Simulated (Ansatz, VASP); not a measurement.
## One calculation of GaAs, two programs

The input INCAR:

```
  PREC = Accurate
  ENCUT = 520
  EDIFF = 1E-6
  ISMEAR = 0
  SIGMA = 0.026000000000000002
  LREAL = False
  LASPH = True
  NELM = 100
  ALGO = Normal
  ISIF = 2
  LWAVE = False
  LCHARG = True
  GGA = PE
  LELF = True
  LVHAR = True
  NBANDS = 16
```

File KPOINTS:

```
regular mesh
0
Gamma
  8 8 8
```

POSCAR

```
GaAs
1.0
    0.0000000000      2.8268500000      2.8268500000
    2.8268500000      0.0000000000      2.8268500000
    2.8268500000      2.8268500000      0.0000000000
As Ga
1 1
Direct
    0.7500000000      0.7500000000      0.7500000000
    0.0000000000      0.0000000000      0.0000000000
```

input.yaml

```yaml
crystal:
  lattice:
    - [0.0, 2.82685, 2.82685]
    - [2.82685, 0.0, 2.82685]
    - [2.82685, 2.82685, 0.0]
  atoms:
    - { symbol: As, position: [0.75, 0.75, 0.75] }
    - { symbol: Ga, position: [0.0, 0.0, 0.0] }
kpoints:
  mp_grid: { grid: [8, 8, 8] }
scf:
  occupations: { method: gaussian, width: 0.026 }
hamiltonian:
  xc: pbe
  pseudopotentials: { kind: all_electron, lapw: { basis_error: 0.001 } }
output:
  forces: true
  stress: true
  eigenvalues: true
```

Alike in both runs: task single point; functional PBE; k mesh 8 × 8 × 8; occupations gaussian, width 0.026 eV; no spin polarisation.

|  | VASP | Ansatz |
| --- | --- | --- |
| version | VASP 6.6.1 | Ansatz 0.2.0 |
| potentials or method | VASP PAW PBE potentials, release 64 (As, Ga_d), cutoff 520 eV | all-electron LAPW, scalar-relativistic |

VASP gave:

| Item | Value |
| --- | --- |
| gap on the k mesh at the Fermi level (eV) | 0.52 |
| least direct gap on the mesh (eV) | 0.52 |
| pressure (GPa) | 3.4 |

Question: Estimate Ansatz's values.

Answer: gap on the k mesh at the Fermi level (eV): 0.52; least direct gap on the mesh (eV): 0.52; pressure (GPa): 3.3.

Ansatz ran all-electron here, and VASP with PAW potentials.
